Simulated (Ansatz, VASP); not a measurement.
## Two plane-wave programs on Cr

```xyz
3
Lattice="4.2056 0.0000 0.0000 -2.1028 3.6422 0.0000 0.0000 0.0000 2.2692" Properties=species:S:1:pos:R:3 pbc="T T T"
Cr   -2.1028    3.6422    0.0000
Cr    0.0000    2.4281    1.1346
Cr    2.1028    1.2141    1.1346
```

Alike in both runs: task single point; functional r2SCAN; k mesh 10 × 10 × 15; occupations fermi-dirac, width 0.1 eV; no spin polarisation.

|  | VASP | Ansatz |
| --- | --- | --- |
| version | VASP 6.6.1 | Ansatz 0.2.0 |
| potentials or method | VASP PAW PBE potentials, release 64 (Cr_sv), cutoff 770 eV | plane waves (500 eV) with PAW, scalar-relativistic |
| valence electrons in the cell | 42 | 42 |

```csv
,VASP,Ansatz,Ansatz less VASP
pressure (GPa),-0.7,0.1,+0.76
"traceless stress, the component that is largest in VASP (GPa)",0.62,0.59,-0.038
```

VASP's potentials were made for PBE, not for r2SCAN.
